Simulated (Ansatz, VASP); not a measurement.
**One calculation of W, two programs**

File INCAR:

```
PREC = Accurate ; ENCUT = 520
EDIFF = 1E-6 ; ISMEAR = -1
SIGMA = 0.4 ; LREAL = False
LASPH = True ; NELM = 60
ALGO = Fast ; ISIF = 2
LWAVE = False ; LCHARG = False
GGA = PE ; NBANDS = 13
```

KPOINTS

```
regular mesh
0
Gamma
  20 20 20
```

Contents of POSCAR:

```
W
1.0
   -1.6372325000      1.6372325000      1.5573675000
    1.6372325000     -1.6372325000      1.5573675000
    1.6372325000      1.6372325000     -1.5573675000
W
1
Direct
    0.0000000000      0.0000000000      0.0000000000
```

Input for Ansatz:

```yaml
crystal:
  lattice:
    - [-1.6372325, 1.6372325, 1.5573675]
    - [1.6372325, -1.6372325, 1.5573675]
    - [1.6372325, 1.6372325, -1.5573675]
  atoms:
    - { symbol: W, position: [0.0, 0.0, 0.0] }
basis:
  ecutwfc: 420
kpoints:
  mp_grid: { grid: [20, 20, 20] }
hamiltonian:
  xc: pbe
scf:
  occupations: { method: fermi_dirac, width: 0.4 }
output:
  forces: true
  stress: true
  eigenvalues: true
```

Change from the starting cell: strain +0.025 along x and y, -0.025 along z, atoms carried along.

Alike in both runs: task single point; functional PBE; k mesh 20 × 20 × 20; occupations fermi-dirac, width 0.4 eV; no spin polarisation.

|  | VASP | Ansatz |
| --- | --- | --- |
| version | VASP 6.6.1 | Ansatz 0.2.0 |
| potentials or method | VASP PAW PBE potentials, release 64 (W_sv), cutoff 520 eV | scalar-relativistic, plane waves, PAW |
| valence electrons in the cell | 14 | 14 |

Ansatz gave:

```
gap on the k mesh at the Fermi level (eV)                     : none
pressure (GPa)                                                : -7.8
traceless stress, the component that is largest in VASP (GPa) : 8.21
```

Task: Estimate VASP's values.

Result: gap on the k mesh at the Fermi level (eV): none; pressure (GPa): -7.5; traceless stress, the component that is largest in VASP (GPa): 8.21.

A gap of «none» marks a metal or a gap that the smearing closes. The functional is the same, so the differences come from potentials, cutoffs and numerics.

Spin-orbit coupling is off throughout.
